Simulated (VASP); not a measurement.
# SnPb3S4 (R3m) in VASP: single point with PBE

Aim: the single point of SnPb3S4 with PBE.

Everything below comes from runs of VASP 6.6.1. Logs are shortened: lines on timing, memory, paths and dates and some standing lists are left out, and cuts for length are marked.

## Step 1: The cell of the first run

The structure is trigonal, space group R3m (No. 160). Conventional cell: a = 8.506 Å, b = 8.506 Å, c = 10.340 Å, α = 90.00°, β = 90.00°, γ = 120.00°. Sn (site symmetry 3m) has 6 S at 2.72 to 3.29 Å within 3.6 Å. Pb (site symmetry m) has 6 S at 2.97 to 3.03 Å within 3.9 Å. Within 3.6 Å of S (site symmetry m) lie 2 Sn at 2.72 to 3.29 Å and 4 Pb at 3.00 to 3.01 Å. S (site symmetry 3m) has 6 Pb at 2.97 to 3.03 Å within 3.9 Å.

## Step 2: Single point, PBE

File INCAR:

```
SYSTEM = SnPb3S4
PREC = Accurate
ENCUT = 520
EDIFF = 1E-6
ISMEAR = 0
SIGMA = 0.01
LREAL = .False.
LASPH = .True.
NELM = 60
ALGO = Normal
ISIF = 2
LWAVE = .False.
LCHARG = .False.
GGA = PE
NBANDS = 50
```

File KPOINTS:

```
regular mesh
0
Gamma
  6 6 6
  0 0 0
```

File POSCAR:

```
SnPb3S4
1.0
    4.2531717428      2.4555698506      3.4467713903
   -4.2531717428      2.4555698506      3.4467713903
    0.0000000000     -4.9111397013      3.4467713902
Sn Pb S
1 3 4
Direct
    0.9846095229      0.9846095229      0.9846095229
    0.4973390861      0.4973390861      0.9955013261
    0.9955013261      0.4973390861      0.4973390861
    0.4973390861      0.9955013261      0.4973390861
    0.9968958754      0.9968958754      0.5321948820
    0.5321948820      0.9968958754      0.9968958754
    0.9968958754      0.5321948820      0.9968958754
    0.5000499061      0.5000499061      0.5000499061
```

Potentials or basis: VASP PAW PBE potentials, release 64 (Sn_d, Pb_d, S).

Command:

```sh
$ cat potpaw_PBE.64/Sn_d/POTCAR potpaw_PBE.64/Pb_d/POTCAR potpaw_PBE.64/S/POTCAR > POTCAR
$ mpirun -np 1 vasp_std > vasp.out
```

OUTCAR:

```text
SYSTEM = SnPb3S4
   PREC = Accurate
   ENCUT = 520
   EDIFF = 1E-6
   ISMEAR = 0
   LREAL = .False.
   LASPH = .True.
   NELM = 60
   ISIF = 2
   GGA = PE

 ion  position               nearest neighbor table
   1  0.985  0.985  0.985-   6 2.72   7 2.72   5 2.72
   2  0.497  0.497  0.996-   8 2.97   7 3.00   6 3.00   6 3.01   7 3.01   8 3.03
   3  0.996  0.497  0.497-   8 2.97   5 3.00   7 3.00   5 3.01   7 3.01   8 3.03
   4  0.497  0.996  0.497-   8 2.97   5 3.00   6 3.00   5 3.01   6 3.01   8 3.03
   5  0.997  0.997  0.532-   1 2.72   3 3.00   4 3.00   3 3.01   4 3.01
   6  0.532  0.997  0.997-   1 2.72   2 3.00   4 3.00   2 3.01   4 3.01
   7  0.997  0.532  0.997-   1 2.72   2 3.00   3 3.00   2 3.01   3 3.01
   8  0.500  0.500  0.500-   3 2.97   4 2.97   2 2.97   4 3.03   3 3.03   2 3.03

  LATTYP: Found a trigonal (rhomboedric) cell.
 ALAT       =     5.9999605150
 COS(alpha) =    -0.0049837757

  Lattice vectors:

 A1 = (   4.2531717428,   2.4555698506,   3.4467713903)
 A2 = (  -4.2531717428,   2.4555698506,   3.4467713903)
 A3 = (   0.0000000000,  -4.9111397013,   3.4467713902)

Analysis of symmetry for initial positions (statically):
=====================================================================
 Subroutine PRICEL returns:
 Original cell was already a primitive cell.

 Routine SETGRP: Setting up the symmetry group for a
 trigonal (rhombohedral) supercell.

 Subroutine GETGRP returns: Found  6 space group operations
 (whereof  6 operations were pure point group operations)
 out of a pool of 12 trial point group operations.

The static configuration has the point symmetry C_3v.

Analysis of symmetry for dynamics (positions and initial velocities):
=====================================================================
 Subroutine PRICEL returns:
 Original cell was already a primitive cell.

 Routine SETGRP: Setting up the symmetry group for a
 trigonal (rhombohedral) supercell.

 Subroutine GETGRP returns: Found  6 space group operations
 (whereof  6 operations were pure point group operations)
 out of a pool of 12 trial point group operations.

The dynamic configuration has the point symmetry C_3v.

 Subroutine INISYM returns: Found  6 space group operations
 (whereof  6 operations are pure point group operations),
 and found     1 'primitive' translations

----------------------------------------------------------------------------------------

                                     Primitive cell

  volume of cell :     215.9877

  direct lattice vectors                    reciprocal lattice vectors
     4.253171743  2.455569851  3.446771390     0.117559325  0.067872908  0.096708860
    -4.253171743  2.455569851  3.446771390    -0.117559325  0.067872908  0.096708860
     0.000000000 -4.911139701  3.446771390     0.000000000 -0.135745816  0.096708860

  length of vectors
     5.999960515  5.999960515  5.999960515     0.166671924  0.166671924  0.166671924

  position of ions in fractional coordinates (direct lattice)
     0.984609523  0.984609523  0.984609523
     0.497339086  0.497339086  0.995501326
     0.995501326  0.497339086  0.497339086
     0.497339086  0.995501326  0.497339086
     0.996895875  0.996895875  0.532194882
     0.532194882  0.996895875  0.996895875
     0.996895875  0.532194882  0.996895875
     0.500049906  0.500049906  0.500049906

  ion indices of the primitive-cell ions
   primitive index   ion index
                 1           1
                 2           2
                 3           3
                 4           4
                 5           5
                 6           6
                 7           7
                 8           8

----------------------------------------------------------------------------------------

 KPOINTS: regular mesh

Automatic generation of k-mesh.
 Grid dimensions read from file:
 generate k-points for:    6    6    6

 Generating k-lattice:

  Cartesian coordinates                     Fractional coordinates (reciprocal lattice)
     0.019593221  0.011312151  0.016118143     0.166666667  0.000000000  0.000000000
    -0.019593221  0.011312151  0.016118143     0.000000000  0.166666667  0.000000000
     0.000000000 -0.022624303  0.016118143    -0.000000000 -0.000000000  0.166666667

  Length of vectors
     0.027778654  0.027778654  0.027778654

  Shift w.r.t. Gamma in fractional coordinates (k-lattice)
     0.000000000  0.000000000  0.000000000

 Subroutine IBZKPT returns following result:
 ===========================================

 Found     32 irreducible k-points:

 Following reciprocal coordinates:
            Coordinates               Weight
  0.000000  0.000000  0.000000      1.000000
  0.166667 -0.000000  0.000000      6.000000
  0.333333  0.000000  0.000000      6.000000
  0.500000  0.000000  0.000000      3.000000
  0.166667  0.166667  0.000000      6.000000
  0.333333  0.166667 -0.000000     12.000000
[... 16 lines left out ...]
  0.500000  0.500000  0.166667      6.000000
 -0.333333  0.500000  0.166667     12.000000
 [... further k-points ...]
   k-points           NKPTS =     32   k-points in BZ     NKDIM =     32   number of bands    NBANDS=     50
   number of dos      NEDOS =    301   number of ions     NIONS =      8
   total plane-waves  NPLWV = 110592
   dimension x,y,z NGX =    48 NGY =   48 NGZ =   48
   dimension x,y,z NGXF=    96 NGYF=   96 NGZF=   96
   ions per type =               1   3   4
   NGX,Y,Z   is equivalent  to a cutoff of  13.30, 13.30, 13.30 a.u.
   NGXF,Y,Z  is equivalent  to a cutoff of  26.60, 26.60, 26.60 a.u.
 SYSTEM =  SnPb3S4
   PREC   = accura    normal or accurate (medium, high low for compatibility)
   ISTART =      0    job   : 0-new  1-cont  2-samecut
   ICHARG =      2    charge: 1-file 2-atom 10-const
   ISPIN  =      1    spin polarized calculation?
   LNONCOLLINEAR =      F non collinear calculations
   LSORBIT =      F    spin-orbit coupling
   LASPH  =      T    aspherical Exc in radial PAW
   ENCUT  =  520.0 eV  38.22 Ry    6.18 a.u.  11.16 11.16 11.16*2*pi/ulx,y,z
   NELM   =     60;   NELMIN=  2; NELMDL= -5     # of ELM steps
   EDIFF  = 0.1E-05   stopping-criterion for ELM
   LREAL  =      F    real-space projection
   EDIFFG = 0.1E-04   stopping-criterion for IOM
   NSW    =      0    number of steps for IOM
   IBRION =     -1    ionic relax: 0-MD 1-quasi-New 2-CG
   NFREE  =      0    steps in history (QN), initial steepest desc. (CG)
   ISIF   =      2    stress and relaxation
   ISYM   =      2    0-nonsym 1-usesym 2-fastsym
   POTIM  = 0.5000    time-step for ionic-motion
   TEBEG  =    0.0;   TEEND  =   0.0 temperature during run
   PSTRESS=    0.0 pullay stress
   NELECT =      80.0000    total number of electrons
   NUPDOWN=      -1.0000    fix difference up-down
   EMIN   =  10.00;   EMAX   =-10.00  energy-range for DOS
   EFERMI =   0.00;   METHOD = LEGACY
   ISMEAR =     0;   SIGMA  =   0.01  broadening in eV -4-tet -1-fermi 0-gaus
   EFERMI_NEDOS =   21; number of points for ismear=-14 and -15
   IALGO  =     38    algorithm
   IMIX   =      4    mixing-type and parameters
     AMIX     =   0.40;   BMIX     =  1.00
     AMIX_MAG =   1.60;   BMIX_MAG =  1.00
  volume/ion in A,a.u.               =      27.00       182.19
  Fermi-wavevector in a.u.,A,eV,Ry     =   1.175696  2.221744 18.806816  1.382262
  Thomas-Fermi vector in A             =   2.312073
   LORBIT       =      0    0 simple, 1 ext, 2 COOP (PROOUT), +10 PAW based schemes
   GGA     = PE    functional components
   LHFCALC =     F    Hartree Fock is set to
   AEXX    =    0.0000 exact exchange contribution
   IVDW    =     0    specifies the selected vdW correction
   LEPSILON=     F    determine dielectric tensor
   LRPA    =     F    only Hartree local field effects (RPA)
 non-spin polarized calculation
 Gauss-broadening in eV      SIGMA  =   0.01
  energy-cutoff  :      520.00
  volume of cell :      215.99
 maximum number of plane-waves:      5856
 NGX is ok and might be reduce to    48
   NGX = 23   NGY = 23   NGZ = 23

 number of electron      79.9999992 magnetization

 Free energy of the ion-electron system (eV)
  ---------------------------------------------------
  ext. energy  EPLUGINS =         0.00000000
  ---------------------------------------------------
  free energy    TOTEN  =       -35.11106558 eV

  energy without entropy =      -35.11106558  energy(sigma->0) =      -35.11106558

 E-fermi :   5.8543     XC(G=0):  -9.4613

 val. band max:        5.7485525959   @ k =   0.5000   0.5000   0.5000
 cond. band min:       5.9284185871   @ k =   0.5000   0.5000   0.5000
 fundamental gap:      0.1798659913
 Fermi energy:         5.8543329555

 k-point     1 :       0.0000    0.0000    0.0000
  band No.  band energies     occupation
      1     -15.7841      2.00000
      2     -15.7841      2.00000
      3     -15.7595      2.00000
      4     -15.7595      2.00000
      5     -15.7447      2.00000
      6     -11.6188      2.00000
[... 42 lines left out ...]
     49      10.8251      0.00000
     50      10.8714      0.00000

 k-point     2 :       0.1667   -0.0000    0.0000
  band No.  band energies     occupation
      1     -15.7841      2.00000
      2     -15.7837      2.00000
      3     -15.7595      2.00000
      4     -15.7594      2.00000
      5     -15.7447      2.00000
      6     -11.6095      2.00000
[... 42 lines left out ...]
     49      10.3441      0.00000
     50      10.6287      0.00000

 k-point     3 :       0.3333    0.0000    0.0000
  band No.  band energies     occupation
      1     -15.7841      2.00000
      2     -15.7830      2.00000
      3     -15.7596      2.00000
      4     -15.7591      2.00000
      5     -15.7447      2.00000
      6     -11.5902      2.00000
[... 1102 lines left out ...]
     49       9.0251      0.00000
     50       9.1799      0.00000

 k-point    24 :      -0.3333    0.5000    0.1667
  band No.  band energies     occupation
      1     -15.7831      2.00000
      2     -15.7821      2.00000
      3     -15.7592      2.00000
      4     -15.7588      2.00000
      5     -15.7448      2.00000
      6     -11.5442      2.00000
[... 42 lines left out ...]
     49       9.0572      0.00000
     50       9.2320      0.00000

 [... further k-points ...]
[... 5 lines left out ...]
  --------------------------------------------------------------------------------------
  -------------------------------------------------------------------------------------
  Total       -0.0879732     -0.0879732     -0.0906052      0.0000000     -0.0000000      0.0000000
  in kB       -0.6525771     -0.6525771     -0.6721013      0.0000000     -0.0000000      0.0000000
  external PRESSURE =      -0.6590851 kB  Pullay stress =       0.0000000 kB

 VOLUME and BASIS-vectors are now :
 -----------------------------------------------------------------------------
  energy-cutoff  :      520.00
  volume of cell :      215.99
      direct lattice vectors                 reciprocal lattice vectors
     4.253171743  2.455569851  3.446771390     0.117559325  0.067872908  0.096708860
    -4.253171743  2.455569851  3.446771390    -0.117559325  0.067872908  0.096708860
     0.000000000 -4.911139701  3.446771390     0.000000000 -0.135745816  0.096708860

 POSITION                                       TOTAL-FORCE (eV/Angst)
 -----------------------------------------------------------------------------------
      0.00000     -0.00000     10.18117         0.000000     -0.000000      0.002936
      0.00000     -2.44654      6.85969         0.000000     -0.002558      0.001289
      2.11877      1.22327      6.85969         0.002215      0.001279      0.001289
     -2.11877      1.22327      6.85969        -0.002215      0.001279      0.001289
      0.00000      2.28221      8.70650         0.000000      0.001430     -0.001501
     -1.97645     -1.14111      8.70650        -0.001239     -0.000715     -0.001501
      1.97645     -1.14111      8.70650         0.001239     -0.000715     -0.001501
      0.00000     -0.00000      5.17067         0.000000      0.000000     -0.002299
 -----------------------------------------------------------------------------------
    total drift:                                0.000000      0.000003      0.001190

  FREE ENERGIE OF THE ION-ELECTRON SYSTEM (eV)
  ---------------------------------------------------
  free  energy   TOTEN  =       -35.1110655790 eV

  energy  without entropy=      -35.1110655790  energy(sigma->0) =      -35.11106558
```

It took 3.8 min on 1 thread of AMD EPYC 9R45 (Zen 5), shared host; peak memory 0.47 GiB.

What came out:

```
Free energy            : -35.1111 eV
Pressure               : -0.1 GPa
Band gap on the k mesh : 0.18 eV
```

Forces on the atoms (eV/Å):
```
Sn   0.000  0.000  0.003
Pb   0.000 -0.003  0.001
Pb   0.002  0.001  0.001
Pb  -0.002  0.001  0.001
S    0.000  0.001 -0.002
S   -0.001 -0.001 -0.002
S    0.001 -0.001 -0.002
S    0.000  0.000 -0.002
```

Caveat: spin-orbit coupling is left out, which moves the levels of the heavy elements. A k mesh can miss the band edges.
